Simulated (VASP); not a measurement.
# WAu in VASP: settings compared

WAu is run at these levels: RPBE+D3(BJ), RPBE+D4, BLYP+D3(BJ), PBE; tasks: relaxation of cell and atoms, single point.

Program: VASP 6.6.1. These are calculated values, not measurements. Logs are shortened: lines on timing, memory, paths and dates and some standing lists are left out, and cuts for length are marked.

**1. The cell of the first run**

It takes space group F-43m (No. 216, cubic). Conventional cell: a = 5.496 Å, b = 5.496 Å, c = 5.496 Å, α = 90.00°, β = 90.00°, γ = 90.00°. Within 3.1 Å of W (site symmetry -43m) lie 4 Au at 2.38 Å. Au (site symmetry -43m) has 4 W at 2.38 Å within 3.1 Å.

**2. Relaxation of cell and atoms, RPBE+D3(BJ)**

File INCAR:

```
PREC = Accurate
ENCUT = 600
EDIFF = 1E-6
ISMEAR = -1
SIGMA = 0.05
LREAL = F
LASPH = T
NELM = 100
ALGO = Normal
ISIF = 3
LWAVE = F
LCHARG = F
GGA = RP
IVDW = 12
IBRION = 2
NSW = 60
EDIFFG = -0.01
```

File KPOINTS:

```
Automatic mesh
0
Gamma
  8 8 8
```

File POSCAR:

```
WAu
1.0
    0.0000000000      2.7479792600      2.7479792600
    2.7479792600      0.0000000000      2.7479792600
    2.7479792600      2.7479792600      0.0000000000
W Au
1 1
Direct
    0.0000000000      0.0000000000      0.0000000000
    0.7500000000      0.7500000000      0.7500000000
```

Potentials or basis: VASP PAW PBE potentials, release 64 (W_sv, Au).

Launch:

```console
$ cat potpaw_PBE.64/W_sv/POTCAR potpaw_PBE.64/Au/POTCAR > POTCAR
$ mpirun -np 1 vasp_std > vasp.out
```

OUTCAR:

```text
PREC = Accurate
   ENCUT = 600
   EDIFF = 1E-6
   ISMEAR = -1
   LREAL = F
   LASPH = T
   NELM = 100
   ISIF = 3
   GGA = RP
   IVDW = 12
   IBRION = 2
   NSW = 60
   EDIFFG = -0.01
 IVDW          = 12

 ion  position               nearest neighbor table
   1  0.000  0.000  0.000-   2 2.38   2 2.38   2 2.38   2 2.38
   2  0.750  0.750  0.750-   1 2.38   1 2.38   1 2.38   1 2.38

  LATTYP: Found a face centered cubic cell.
 ALAT       =     5.4959585200

  Lattice vectors:

 A1 = (   0.0000000000,   2.7479792600,   2.7479792600)
 A2 = (   2.7479792600,   0.0000000000,   2.7479792600)
 A3 = (   2.7479792600,   2.7479792600,   0.0000000000)

Analysis of symmetry for initial positions (statically):
=====================================================================
 Subroutine PRICEL returns:
 Original cell was already a primitive cell.

 Routine SETGRP: Setting up the symmetry group for a
 face centered cubic supercell.

 Subroutine GETGRP returns: Found 24 space group operations
 (whereof 24 operations were pure point group operations)
 out of a pool of 48 trial point group operations.

The static configuration has the point symmetry T_d .

Analysis of symmetry for dynamics (positions and initial velocities):
=====================================================================
 Subroutine PRICEL returns:
 Original cell was already a primitive cell.

 Routine SETGRP: Setting up the symmetry group for a
 face centered cubic supercell.

 Subroutine GETGRP returns: Found 24 space group operations
 (whereof 24 operations were pure point group operations)
 out of a pool of 48 trial point group operations.

The dynamic configuration has the point symmetry T_d .

 Subroutine INISYM returns: Found 24 space group operations
 (whereof 24 operations are pure point group operations),
 and found     1 'primitive' translations

----------------------------------------------------------------------------------------

                                     Primitive cell

  volume of cell :      41.5021

  direct lattice vectors                    reciprocal lattice vectors
     0.000000000  2.747979260  2.747979260    -0.181951883  0.181951883  0.181951883
     2.747979260  0.000000000  2.747979260     0.181951883 -0.181951883  0.181951883
     2.747979260  2.747979260  0.000000000     0.181951883  0.181951883 -0.181951883

  length of vectors
     3.886229539  3.886229539  3.886229539     0.315149905  0.315149905  0.315149905

  position of ions in fractional coordinates (direct lattice)
     0.000000000  0.000000000  0.000000000
     0.750000000  0.750000000  0.750000000

  ion indices of the primitive-cell ions
   primitive index   ion index
                 1           1
                 2           2

----------------------------------------------------------------------------------------

 KPOINTS: Automatic mesh

Automatic generation of k-mesh.
 Grid dimensions read from file:
 generate k-points for:    8    8    8

 Generating k-lattice:

  Cartesian coordinates                     Fractional coordinates (reciprocal lattice)
    -0.022743985  0.022743985  0.022743985     0.125000000  0.000000000  0.000000000
     0.022743985 -0.022743985  0.022743985     0.000000000  0.125000000  0.000000000
     0.022743985  0.022743985 -0.022743985     0.000000000  0.000000000  0.125000000

  Length of vectors
     0.039393738  0.039393738  0.039393738

  Shift w.r.t. Gamma in fractional coordinates (k-lattice)
     0.000000000  0.000000000  0.000000000

 Subroutine IBZKPT returns following result:
 ===========================================

 Found     29 irreducible k-points:

 Following reciprocal coordinates:
            Coordinates               Weight
  0.000000  0.000000  0.000000      1.000000
  0.125000  0.000000  0.000000      8.000000
  0.250000  0.000000  0.000000      8.000000
  0.375000  0.000000  0.000000      8.000000
  0.500000  0.000000  0.000000      4.000000
  0.125000  0.125000  0.000000      6.000000
[... 16 lines left out ...]
  0.500000  0.250000  0.125000     48.000000
 -0.375000  0.250000  0.125000     24.000000
 [... further k-points ...]
   k-points           NKPTS =     29   k-points in BZ     NKDIM =     29   number of bands    NBANDS=     16
   number of dos      NEDOS =    301   number of ions     NIONS =      2
   total plane-waves  NPLWV =  32768
   dimension x,y,z NGX =    32 NGY =   32 NGZ =   32
   dimension x,y,z NGXF=    64 NGYF=   64 NGZF=   64
   ions per type =               1   1
   NGX,Y,Z   is equivalent  to a cutoff of  13.69, 13.69, 13.69 a.u.
   NGXF,Y,Z  is equivalent  to a cutoff of  27.38, 27.38, 27.38 a.u.
 SYSTEM =  unknown system
   PREC   = accura    normal or accurate (medium, high low for compatibility)
   ISTART =      0    job   : 0-new  1-cont  2-samecut
   ICHARG =      2    charge: 1-file 2-atom 10-const
   ISPIN  =      1    spin polarized calculation?
   LNONCOLLINEAR =      F non collinear calculations
   LSORBIT =      F    spin-orbit coupling
   LASPH  =      T    aspherical Exc in radial PAW
   ENCUT  =  600.0 eV  44.10 Ry    6.64 a.u.   7.76  7.76  7.76*2*pi/ulx,y,z
   NELM   =    100;   NELMIN=  2; NELMDL= -5     # of ELM steps
   EDIFF  = 0.1E-05   stopping-criterion for ELM
   LREAL  =      F    real-space projection
   EDIFFG = -.1E-01   stopping-criterion for IOM
   NSW    =     60    number of steps for IOM
   IBRION =      2    ionic relax: 0-MD 1-quasi-New 2-CG
   NFREE  =      1    steps in history (QN), initial steepest desc. (CG)
   ISIF   =      3    stress and relaxation
   ISYM   =      2    0-nonsym 1-usesym 2-fastsym
   POTIM  = 0.5000    time-step for ionic-motion
   TEBEG  =    0.0;   TEEND  =   0.0 temperature during run
   PSTRESS=    0.0 pullay stress
   NELECT =      25.0000    total number of electrons
   NUPDOWN=      -1.0000    fix difference up-down
   EMIN   =  10.00;   EMAX   =-10.00  energy-range for DOS
   EFERMI =   0.00;   METHOD = LEGACY
   ISMEAR =    -1;   SIGMA  =   0.05  broadening in eV -4-tet -1-fermi 0-gaus
   EFERMI_NEDOS =   21; number of points for ismear=-14 and -15
   IALGO  =     38    algorithm
   IMIX   =      4    mixing-type and parameters
     AMIX     =   0.40;   BMIX     =  1.00
     AMIX_MAG =   1.60;   BMIX_MAG =  1.00
  volume/ion in A,a.u.               =      20.75       140.04
  Fermi-wavevector in a.u.,A,eV,Ry     =   1.382605  2.612744 26.008842  1.911596
  Thomas-Fermi vector in A             =   2.507280
   LORBIT       =      0    0 simple, 1 ext, 2 COOP (PROOUT), +10 PAW based schemes
   GGA     = RP    functional components
   LHFCALC =     F    Hartree Fock is set to
   AEXX    =    0.0000 exact exchange contribution
   IVDW    =    12    specifies the selected vdW correction
   LEPSILON=     F    determine dielectric tensor
   LRPA    =     F    only Hartree local field effects (RPA)
 conjugate gradient relaxation of ions
 non-spin polarized calculation
  energy-cutoff  :      600.00
  volume of cell :       41.50
 maximum number of plane-waves:      1411
   NGX = 15   NGY = 15   NGZ = 15

--------------------------------------- Ionic step        1  -------------------------------------------

 number of electron      24.9999999 magnetization

 Free energy of the ion-electron system (eV)
  ---------------------------------------------------
  ext. energy  EPLUGINS =         0.00000000
  ---------------------------------------------------
  free energy    TOTEN  =       -10.43642223 eV

  energy without entropy =      -10.42020784  energy(sigma->0) =      -10.42831504

------------------------ aborting loop because EDIFF is reached ----------------------------------------

 Edisp (eV)   -6.62030

 E8    (eV) :    -4.5481

  FORCE on cell =-STRESS in cart. coord.  units (eV):
  Direction    XX          YY          ZZ          XY          YZ          ZX
  --------------------------------------------------------------------------------------
  -------------------------------------------------------------------------------------
  Total       1.49910     1.49910     1.49910     0.00000     0.00000     0.00000
  in kB      57.87234    57.87234    57.87234     0.00000     0.00000     0.00000
  external pressure =       57.87 kB  Pullay stress =        0.00 kB
[... 101 lines left out ...]
  energy  without entropy=      -17.0623852606  energy(sigma->0) =      -17.07072060

--------------------------------------- Ionic step        4  -------------------------------------------

 number of electron      25.0000001 magnetization

 Free energy of the ion-electron system (eV)
  ---------------------------------------------------
  ext. energy  EPLUGINS =         0.00000000
  ---------------------------------------------------
  free energy    TOTEN  =       -10.69120043 eV

  energy without entropy =      -10.67454143  energy(sigma->0) =      -10.68287093

 E-fermi :   7.3324     XC(G=0): -11.2958

 val. band max:        7.2968532115   @ k =  -0.3750   0.2500   0.1250
 cond. band min:       7.3877704151   @ k =   0.3750   0.2500   0.0000
 fundamental gap:      0.0909172036
 Fermi energy:         7.3323717883

 k-point     1 :       0.0000    0.0000    0.0000
  band No.  band energies     occupation
      1     -66.7896      2.00000
      2     -31.0737      2.00000
      3     -31.0737      2.00000
      4     -31.0737      2.00000
      5      -0.9753      2.00000
      6       0.8257      2.00000
[... 8 lines left out ...]
     15       9.3362      0.00000
     16      16.3919      0.00000
[... 420 lines left out ...]
  band No.  band energies     occupation
      1     -66.7868      2.00000
      2     -31.0950      2.00000
      3     -31.0761      2.00000
      4     -31.0697      2.00000
      5       0.3847      2.00000
      6       0.5818      2.00000
[... 8 lines left out ...]
     15       9.4372      0.00000
     16       9.6752      0.00000

 [... further k-points ...]

------------------------ aborting loop because EDIFF is reached ----------------------------------------

 Edisp (eV)   -6.38787

 E8    (eV) :    -4.3872

  FORCE on cell =-STRESS in cart. coord.  units (eV):
  Direction    XX          YY          ZZ          XY          YZ          ZX
  --------------------------------------------------------------------------------------
  -------------------------------------------------------------------------------------
  Total      -0.01071    -0.01071    -0.01071    -0.00000    -0.00000     0.00000
  in kB      -0.40104    -0.40104    -0.40104    -0.00000    -0.00000     0.00000
  external pressure =       -0.40 kB  Pullay stress =        0.00 kB
[... 17 lines left out ...]
  FREE ENERGIE OF THE ION-ELECTRON SYSTEM (eV)
  ---------------------------------------------------
  free  energy   TOTEN  =       -17.0790713792 eV

  energy  without entropy=      -17.0624123757  energy(sigma->0) =      -17.07074188

 reached required accuracy - stopping structural energy minimisation
```

Run time: 36 s. Hardware: 1 thread of AMD EPYC 9R45 (Zen 5), shared host; peak memory 0.17 GiB.

What came out:

```yaml
Free_energy: -17.0791 eV
Relaxed_volume: 21.39 Å³/atom
Relaxed_cell: a = 3.926 Å, b = 3.926 Å, c = 3.926 Å, α = 60.00°, β = 60.00°, γ = 60.00°
Space_group_after_relaxing_to_0.05_Å: F-43m (No. 216)
Energy_gained_by_relaxing: 11.2 meV/atom
Ionic_steps: 4
Pressure_after_relaxing: 0.0 GPa
Dispersion_energy_per_atom: -3.194 eV
```

Step by step:
| step | energy change (eV) | largest force (eV/Å) | pressure (GPa) | volume (Å³) |
| --- | --- | --- | --- | --- |
| 1 | 0.0000 | 0.0000 | 5.79 | 41.50 |
| 2 | 0.1065 | 0.0000 | -11.28 | 46.17 |
| 3 | -0.0223 | 0.0000 | -0.14 | 42.81 |
| 4 | -0.0223 | 0.0000 | -0.04 | 42.78 |

Final structure:
```
W Au
1.0
     0.00000    2.77593    2.77593
     2.77593    0.00000    2.77593
     2.77593    2.77593    0.00000
W Au
1 1
Direct
  0.00000 0.00000 0.00000
  0.75000 0.75000 0.75000
```

Caveat: the PAW data sets were made with another functional, which shifts forces and pressure a little; spin-orbit coupling is left out, which moves the levels of the heavy elements; pairwise dispersion overbinds metals, which lowers pressure and volume.

[end of part 1 of 2]
